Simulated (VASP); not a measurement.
# Ag (Fm-3m) in VASP: notebook

The runs below take Ag through single point, with PBE.

All numbers are computed with VASP 6.6.1; they aren't measurements. Logs are shortened: lines on timing, memory, paths and dates and some standing lists are left out, and cuts for length are marked.

## 1. The cell of the first run

The structure is cubic, space group Fm-3m (No. 225). The conventional cell has a = 3.659 Å, b = 3.659 Å, c = 3.659 Å, α = 90.00°, β = 90.00°, γ = 90.00°. Ag (site symmetry m-3m) has 12 Ag at 2.59 Å within 3.4 Å.

## 2. Single point, PBE

Contents of INCAR:

```
SYSTEM = Ag
PREC = Accurate
ENCUT = 520
EDIFF = 1E-6
ISMEAR = -1
SIGMA = 0.08
LREAL = .FALSE.
LASPH = .TRUE.
NELM = 80
ALGO = Normal
ISIF = 2
LWAVE = .FALSE.
LCHARG = .TRUE.
GGA = PE
LELF = .TRUE.
LVHAR = .TRUE.
NBANDS = 12
```

Contents of KPOINTS:

```
Automatic mesh
0
G
  18 18 18
  0 0 0
```

Contents of POSCAR:

```
Ag
1.0
    0.0000000000      1.8293694377      1.8293694377
    1.8293694377      0.0000000000      1.8293694377
    1.8293694377      1.8293694377      0.0000000000
Ag
1
Direct
    0.0000000000      0.0000000000      0.0000000000
```

Potentials or basis: VASP PAW PBE potentials, release 64 (Ag).

Run with:

```console
$ cat potpaw_PBE.64/Ag/POTCAR > POTCAR
$ mpirun -np 1 vasp_std > vasp.out
```

OUTCAR:

```text
SYSTEM = Ag
   PREC = Accurate
   ENCUT = 520
   EDIFF = 1E-6
   ISMEAR = -1
   LREAL = .FALSE.
   LASPH = .TRUE.
   NELM = 80
   ISIF = 2
   GGA = PE

 ion  position               nearest neighbor table
   1  0.000  0.000  0.000-

  LATTYP: Found a face centered cubic cell.
 ALAT       =     3.6587388754

  Lattice vectors:

 A1 = (   0.0000000000,   1.8293694377,   1.8293694377)
 A2 = (   1.8293694377,   0.0000000000,   1.8293694377)
 A3 = (   1.8293694377,   1.8293694377,   0.0000000000)

Analysis of symmetry for initial positions (statically):
=====================================================================
 Subroutine PRICEL returns:
 Original cell was already a primitive cell.

 Routine SETGRP: Setting up the symmetry group for a
 face centered cubic supercell.

 Subroutine GETGRP returns: Found 48 space group operations
 (whereof 48 operations were pure point group operations)
 out of a pool of 48 trial point group operations.

The static configuration has the point symmetry O_h .

Analysis of symmetry for dynamics (positions and initial velocities):
=====================================================================
 Subroutine PRICEL returns:
 Original cell was already a primitive cell.

 Routine SETGRP: Setting up the symmetry group for a
 face centered cubic supercell.

 Subroutine GETGRP returns: Found 48 space group operations
 (whereof 48 operations were pure point group operations)
 out of a pool of 48 trial point group operations.

The dynamic configuration has the point symmetry O_h .

 Subroutine INISYM returns: Found 48 space group operations
 (whereof 48 operations are pure point group operations),
 and found     1 'primitive' translations

----------------------------------------------------------------------------------------

                                     Primitive cell

  volume of cell :      12.2443

  direct lattice vectors                    reciprocal lattice vectors
     0.000000000  1.829369438  1.829369438    -0.273318221  0.273318221  0.273318221
     1.829369438  0.000000000  1.829369438     0.273318221 -0.273318221  0.273318221
     1.829369438  1.829369438  0.000000000     0.273318221  0.273318221 -0.273318221

  length of vectors
     2.587119069  2.587119069  2.587119069     0.473401045  0.473401045  0.473401045

  position of ions in fractional coordinates (direct lattice)
     0.000000000  0.000000000  0.000000000

  ion indices of the primitive-cell ions
   primitive index   ion index
                 1           1

----------------------------------------------------------------------------------------

 KPOINTS: Automatic mesh

Automatic generation of k-mesh.
 Grid dimensions read from file:
 generate k-points for:   18   18   18

 Generating k-lattice:

  Cartesian coordinates                     Fractional coordinates (reciprocal lattice)
    -0.015184346  0.015184346  0.015184346     0.055555556  0.000000000  0.000000000
     0.015184346 -0.015184346  0.015184346     0.000000000  0.055555556  0.000000000
     0.015184346  0.015184346 -0.015184346     0.000000000  0.000000000  0.055555556

  Length of vectors
     0.026300058  0.026300058  0.026300058

  Shift w.r.t. Gamma in fractional coordinates (k-lattice)
     0.000000000  0.000000000  0.000000000

 Subroutine IBZKPT returns following result:
 ===========================================

 Found    195 irreducible k-points:

 Following reciprocal coordinates:
            Coordinates               Weight
  0.000000  0.000000  0.000000      1.000000
  0.055556  0.000000  0.000000      8.000000
  0.111111  0.000000  0.000000      8.000000
  0.166667  0.000000  0.000000      8.000000
  0.222222  0.000000  0.000000      8.000000
  0.277778  0.000000  0.000000      8.000000
[... 16 lines left out ...]
 -0.277778  0.055556  0.000000     24.000000
 -0.222222  0.055556  0.000000     24.000000
 [... further k-points ...]
   k-points           NKPTS =    195   k-points in BZ     NKDIM =    195   number of bands    NBANDS=     12
   number of dos      NEDOS =    301   number of ions     NIONS =      1
   total plane-waves  NPLWV =   8000
   dimension x,y,z NGX =    20 NGY =   20 NGZ =   20
   dimension x,y,z NGXF=    40 NGYF=   40 NGZF=   40
   ions per type =               1
   NGX,Y,Z   is equivalent  to a cutoff of  12.85, 12.85, 12.85 a.u.
   NGXF,Y,Z  is equivalent  to a cutoff of  25.70, 25.70, 25.70 a.u.
 SYSTEM =  Ag
   PREC   = accura    normal or accurate (medium, high low for compatibility)
   ISTART =      0    job   : 0-new  1-cont  2-samecut
   ICHARG =      2    charge: 1-file 2-atom 10-const
   ISPIN  =      1    spin polarized calculation?
   LNONCOLLINEAR =      F non collinear calculations
   LSORBIT =      F    spin-orbit coupling
   LASPH  =      T    aspherical Exc in radial PAW
   ENCUT  =  520.0 eV  38.22 Ry    6.18 a.u.   4.81  4.81  4.81*2*pi/ulx,y,z
   NELM   =     80;   NELMIN=  2; NELMDL= -5     # of ELM steps
   EDIFF  = 0.1E-05   stopping-criterion for ELM
   LREAL  =      F    real-space projection
   EDIFFG = 0.1E-04   stopping-criterion for IOM
   NSW    =      0    number of steps for IOM
   IBRION =     -1    ionic relax: 0-MD 1-quasi-New 2-CG
   NFREE  =      0    steps in history (QN), initial steepest desc. (CG)
   ISIF   =      2    stress and relaxation
   ISYM   =      2    0-nonsym 1-usesym 2-fastsym
   POTIM  = 0.5000    time-step for ionic-motion
   TEBEG  =    0.0;   TEEND  =   0.0 temperature during run
   PSTRESS=    0.0 pullay stress
   NELECT =      11.0000    total number of electrons
   NUPDOWN=      -1.0000    fix difference up-down
   EMIN   =  10.00;   EMAX   =-10.00  energy-range for DOS
   EFERMI =   0.00;   METHOD = LEGACY
   ISMEAR =    -1;   SIGMA  =   0.08  broadening in eV -4-tet -1-fermi 0-gaus
   EFERMI_NEDOS =   21; number of points for ismear=-14 and -15
   IALGO  =     38    algorithm
   IMIX   =      4    mixing-type and parameters
     AMIX     =   0.40;   BMIX     =  1.00
     AMIX_MAG =   1.60;   BMIX_MAG =  1.00
  volume/ion in A,a.u.               =      12.24        82.63
  Fermi-wavevector in a.u.,A,eV,Ry     =   1.579650  2.985106 33.950554  2.495295
  Thomas-Fermi vector in A             =   2.679997
   LORBIT       =      0    0 simple, 1 ext, 2 COOP (PROOUT), +10 PAW based schemes
   GGA     = PE    functional components
   LHFCALC =     F    Hartree Fock is set to
   AEXX    =    0.0000 exact exchange contribution
   IVDW    =     0    specifies the selected vdW correction
   LEPSILON=     F    determine dielectric tensor
   LRPA    =     F    only Hartree local field effects (RPA)
 non-spin polarized calculation
  energy-cutoff  :      520.00
  volume of cell :       12.24
 maximum number of plane-waves:       342
   NGX =  9   NGY =  9   NGZ =  9

 number of electron      11.0000002 magnetization

 Free energy of the ion-electron system (eV)
  ---------------------------------------------------
  ext. energy  EPLUGINS =         0.00000000
  ---------------------------------------------------
  free energy    TOTEN  =        -1.56950487 eV

  energy without entropy =       -1.56444689  energy(sigma->0) =       -1.56697588

 E-fermi :  14.1780     XC(G=0): -14.3043

 val. band max:       14.0864118588   @ k =   0.4444   0.3889   0.0000
 cond. band min:      14.2474886137   @ k =   0.5000   0.3333   0.1667
 fundamental gap:      0.1610767549
 Fermi energy:        14.1779882931

 k-point     1 :       0.0000    0.0000    0.0000
  band No.  band energies     occupation
      1       3.4531      2.00000
      2       7.6304      2.00000
      3       7.6304      2.00000
      4       7.6304      2.00000
      5       9.4714      2.00000
      6       9.4714      2.00000
      7      30.2559      0.00000
      8      35.8581      0.00000
      9      35.8581      0.00000
     10      35.8581      0.00000
     11      41.7459      0.00000
     12      46.1223      0.00000

 k-point     2 :       0.0556    0.0000    0.0000
  band No.  band energies     occupation
      1       3.5815      2.00000
      2       7.5854      2.00000
      3       7.6758      2.00000
      4       7.6758      2.00000
      5       9.4493      2.00000
      6       9.4493      2.00000
      7      30.4027      0.00000
      8      35.0215      0.00000
      9      36.0169      0.00000
     10      36.0169      0.00000
     11      42.5009      0.00000
     12      45.4991      0.00000

 k-point     3 :       0.1111    0.0000    0.0000
  band No.  band energies     occupation
      1       3.9488      2.00000
      2       7.4777      2.00000
      3       7.7944      2.00000
      4       7.7944      2.00000
      5       9.4033      2.00000
      6       9.4033      2.00000
      7      30.7550      0.00000
      8      33.3201      0.00000
      9      36.4722      0.00000
     10      36.4722      0.00000
     11      42.5058      0.00000
     12      44.7847      0.00000

 k-point     4 :       0.1667    0.0000    0.0000
  band No.  band energies     occupation
      1       4.4833      2.00000
      2       7.4015      2.00000
      3       7.9262      2.00000
      4       7.9262      2.00000
      5       9.3980      2.00000
      6       9.3980      2.00000
      7      30.6847      0.00000
      8      31.8373      0.00000
      9      37.1544      0.00000
     10      37.1544      0.00000
     11      41.1762      0.00000
     12      43.2898      0.00000

 k-point     5 :       0.2222    0.0000    0.0000
  band No.  band energies     occupation
      1       4.9985      2.00000
      2       7.5671      2.00000
      3       7.9806      2.00000
      4       7.9806      2.00000
      5       9.5255      2.00000
      6       9.5255      2.00000
      7      28.9182      0.00000
      8      31.6482      0.00000
      9      37.8940      0.00000
     10      37.8940      0.00000
     11      40.4614      0.00000
     12      41.6879      0.00000
[... 228 lines left out ...]
      1       5.1582      2.00000
      2       7.5998      2.00000
      3       7.7046      2.00000
      4      10.0367      2.00000
      5      10.4797      2.00000
      6      12.0309      2.00000
      7      21.7899      0.00000
      8      30.0015      0.00000
      9      34.7922      0.00000
     10      36.3035      0.00000
     11      41.6952      0.00000
     12      42.0893      0.00000

 k-point    22 :      -0.3333    0.0556    0.0000
  band No.  band energies     occupation
      1       5.2729      2.00000
      2       7.7217      2.00000
      3       7.8131      2.00000
      4       9.3015      2.00000
      5      10.0912      2.00000
      6      11.0923      2.00000
      7      23.8457      0.00000
      8      30.4971      0.00000
      9      35.3636      0.00000
     10      37.6758      0.00000
     11      40.6921      0.00000
     12      41.4426      0.00000

 k-point    23 :      -0.2778    0.0556    0.0000
  band No.  band energies     occupation
      1       5.3500      2.00000
      2       7.8324      2.00000
      3       7.9440      2.00000
      4       8.3619      2.00000
      5       9.6771      2.00000
      6      10.4373      2.00000
      7      26.0767      0.00000
      8      31.0928      0.00000
      9      36.0957      0.00000
     10      39.4036      0.00000
     11      39.5403      0.00000
     12      40.5186      0.00000

 k-point    24 :      -0.2222    0.0556    0.0000
  band No.  band energies     occupation
      1       5.2241      2.00000
      2       7.5319      2.00000
      3       8.0273      2.00000
      4       8.0386      2.00000
      5       9.3396      2.00000
      6       9.9716      2.00000
      7      28.2864      0.00000
      8      31.5577      0.00000
      9      36.5188      0.00000
     10      39.0047      0.00000
     11      39.4085      0.00000
     12      41.4014      0.00000

 [... further k-points ...]

------------------------ aborting loop because EDIFF is reached ----------------------------------------

  FORCE on cell =-STRESS in cart. coord.  units (eV):
  Direction    XX          YY          ZZ          XY          YZ          ZX
  --------------------------------------------------------------------------------------
  -------------------------------------------------------------------------------------
  Total        7.5810973      7.5810973      7.5810973      0.0000000      0.0000000      0.0000000
  in kB      991.9925188    991.9925188    991.9925188      0.0000000      0.0000000      0.0000000
  external PRESSURE =     991.9925188 kB  Pullay stress =       0.0000000 kB

 VOLUME and BASIS-vectors are now :
 -----------------------------------------------------------------------------
  energy-cutoff  :      520.00
  volume of cell :       12.24
      direct lattice vectors                 reciprocal lattice vectors
     0.000000000  1.829369438  1.829369438    -0.273318221  0.273318221  0.273318221
     1.829369438  0.000000000  1.829369438     0.273318221 -0.273318221  0.273318221
     1.829369438  1.829369438  0.000000000     0.273318221  0.273318221 -0.273318221

 POSITION                                       TOTAL-FORCE (eV/Angst)
 -----------------------------------------------------------------------------------
      0.00000      0.00000      0.00000         0.000000     -0.000000      0.000000
 -----------------------------------------------------------------------------------
    total drift:                                0.000000      0.000000      0.000000

  FREE ENERGIE OF THE ION-ELECTRON SYSTEM (eV)
  ---------------------------------------------------
  free  energy   TOTEN  =        -1.5695048706 eV

  energy  without entropy=       -1.5644468928  energy(sigma->0) =       -1.56697588
```

Run time: 28 s. Hardware: 1 thread of Intel Xeon 8259CL, shared host; peak memory 0.14 GiB.

What came out:

| Item | Value |
| --- | --- |
| Free energy | -1.5695 eV |
| Pressure | 99.2 GPa |
| Band gap on the k mesh | zero (an odd number of electrons rules out a gap without spin polarisation) |

Caveat: the cell stands under pressure.

## 3. Single point, PBE

This run uses another cell than the first one, of 17.84 Å³/atom.

Contents of INCAR:

```
SYSTEM = Ag
  PREC = Accurate
  ENCUT = 520
  EDIFF = 1E-6
  ISMEAR = -1
  SIGMA = 0.08
  LREAL = .False.
  LASPH = .True.
  NELM = 100
  ALGO = Normal
  ISIF = 2
  LWAVE = .False.
  LCHARG = .False.
  GGA = PE
  NBANDS = 12
```

Contents of KPOINTS:

```
Automatic mesh
0
Gamma
  16 16 16
  0 0 0
```

Contents of POSCAR:

```
Ag
1.0
    0.0000000000      2.0740608267      2.0740608267
    2.0740608267      0.0000000000      2.0740608267
    2.0740608267      2.0740608267      0.0000000000
Ag
1
Direct
    0.0000000000      0.0000000000      0.0000000000
```

Potentials or basis: VASP PAW PBE potentials, release 64 (Ag).

Run with:

```console
$ cat potpaw_PBE.64/Ag/POTCAR > POTCAR
$ mpirun -np 1 vasp_std > vasp.out
```

OUTCAR:

```text
SYSTEM = Ag
   PREC = Accurate
   ENCUT = 520
   EDIFF = 1E-6
   ISMEAR = -1
   LREAL = .False.
   LASPH = .True.
   NELM = 100
   ISIF = 2
   GGA = PE

 ion  position               nearest neighbor table
   1  0.000  0.000  0.000-

  LATTYP: Found a face centered cubic cell.
 ALAT       =     4.1481216534

  Lattice vectors:

 A1 = (   0.0000000000,   2.0740608267,   2.0740608267)
 A2 = (   2.0740608267,   0.0000000000,   2.0740608267)
 A3 = (   2.0740608267,   2.0740608267,   0.0000000000)

Analysis of symmetry for initial positions (statically):
=====================================================================
 Subroutine PRICEL returns:
 Original cell was already a primitive cell.

 Routine SETGRP: Setting up the symmetry group for a
 face centered cubic supercell.

 Subroutine GETGRP returns: Found 48 space group operations
 (whereof 48 operations were pure point group operations)
 out of a pool of 48 trial point group operations.

The static configuration has the point symmetry O_h .

Analysis of symmetry for dynamics (positions and initial velocities):
[... 166 lines left out ...]
      1       0.3743      2.00000
      2       3.1675      2.00000
      3       3.1675      2.00000
      4       3.1675      2.00000
      5       4.1209      2.00000
      6       4.1209      2.00000
      7      23.7325      0.00000
      8      27.0414      0.00000
      9      27.0414      0.00000
     10      27.0414      0.00000
     11      31.7402      0.00000
     12      32.5995      0.00000
[... 331 lines left out ...]
 k-point    24 :      -0.0625    0.0625    0.0000
  band No.  band energies     occupation
      1       0.6837      2.00000
      2       3.0891      2.00000
      3       3.2420      2.00000
      4       3.2688      2.00000
      5       4.0486      2.00000
      6       4.1404      2.00000
      7      23.6600      0.00000
      8      25.0531      0.00000
      9      26.4039      0.00000
     10      27.6111      0.00000
     11      30.8261      0.00000
     12      32.5502      0.00000

 [... further k-points ...]

------------------------ aborting loop because EDIFF is reached ----------------------------------------

  FORCE on cell =-STRESS in cart. coord.  units (eV):
  Direction    XX          YY          ZZ          XY          YZ          ZX
  --------------------------------------------------------------------------------------
  -------------------------------------------------------------------------------------
  Total       -0.0128245     -0.0128245     -0.0128245     -0.0000000     -0.0000000     -0.0000000
  in kB       -1.1514762     -1.1514762     -1.1514762     -0.0000000     -0.0000000     -0.0000000
  external PRESSURE =      -1.1514762 kB  Pullay stress =       0.0000000 kB

 VOLUME and BASIS-vectors are now :
 -----------------------------------------------------------------------------
  energy-cutoff  :      520.00
  volume of cell :       17.84
      direct lattice vectors                 reciprocal lattice vectors
     0.000000000  2.074060827  2.074060827    -0.241072968  0.241072968  0.241072968
     2.074060827  0.000000000  2.074060827     0.241072968 -0.241072968  0.241072968
     2.074060827  2.074060827  0.000000000     0.241072968  0.241072968 -0.241072968

 POSITION                                       TOTAL-FORCE (eV/Angst)
 -----------------------------------------------------------------------------------
      0.00000      0.00000      0.00000         0.000000      0.000000     -0.000000
 -----------------------------------------------------------------------------------
    total drift:                               -0.000000      0.000000     -0.000000

  FREE ENERGIE OF THE ION-ELECTRON SYSTEM (eV)
  ---------------------------------------------------
  free  energy   TOTEN  =        -2.7219146655 eV

  energy  without entropy=       -2.7164214262  energy(sigma->0) =       -2.71916805
```

stdout:

```text
POSCAR found type information on POSCAR Ag
 POSCAR found :  1 types and       1 ions
 scaLAPACK will be used
 LDA part: xc-table for (Slater+PW92), standard interpolation
 POSCAR, INCAR and KPOINTS ok, starting setup
 FFT: planning ... GRIDC
 FFT: planning ... GRID_SOFT
 FFT: planning ... GRID
 WAVECAR not read
 entering main loop
```

It took 23 s on 1 thread of Intel Xeon 8259CL, shared host; peak memory 0.16 GiB.

What came out:

* Free energy: -2.7219 eV
* Pressure: -0.1 GPa
* Band gap on the k mesh: zero (an odd number of electrons rules out a gap without spin polarisation)

Levels at points of the mesh, in eV from the Fermi level:
```csv
k point,band 4,band 5,band 6,band 7,band 8,band 9
"(0.00, 0.00, 0.00)",-4.61,-3.66,-3.66,15.95,19.26,19.26
"(0.50, 0.00, 0.00)",-2.93,-2.93,-0.24,3.39,15.18,17.44
"(0.50, 0.50, 0.00)",-2.73,-2.73,1.68,6.43,10.47,10.47
```
